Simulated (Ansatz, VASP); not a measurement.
One calculation of CuO, two programs

```
Cu O
1.0
     3.48917    0.00000    0.00000
     0.00000    3.48917    0.00000
     0.00000    0.00000    4.34402
Cu O
2 2
Direct
  0.00000 0.50000 0.00000
  0.50000 0.00000 0.50000
  0.00000 0.00000 0.25000
  0.00000 0.00000 0.75000
```

Change from the starting cell: volume scaled by 1.06.

Alike in both runs: task single point; functional PBE; k mesh 8 × 8 × 6; occupations fermi-dirac, width 0.05 eV; no spin polarisation.

|  | VASP | Ansatz |
| --- | --- | --- |
| version | VASP 6.6.1 | Ansatz 0.2.0 |
| potentials or method | VASP PAW PBE potentials, release 64 (Cu, O), cutoff 520 eV | all-electron LAPW, scalar-relativistic |

VASP gave:

- gap on the k mesh at the Fermi level (eV): none
- pressure (GPa): -8.3
- traceless stress, the component that is largest in VASP (GPa): 20.50

Task: Which values does Ansatz return?

Result: gap on the k mesh at the Fermi level (eV): none; pressure (GPa): -8.5; traceless stress, the component that is largest in VASP (GPa): 20.93.

A gap of «none» marks a metal or a gap that the smearing closes. Ansatz ran all-electron here, and VASP with PAW potentials.
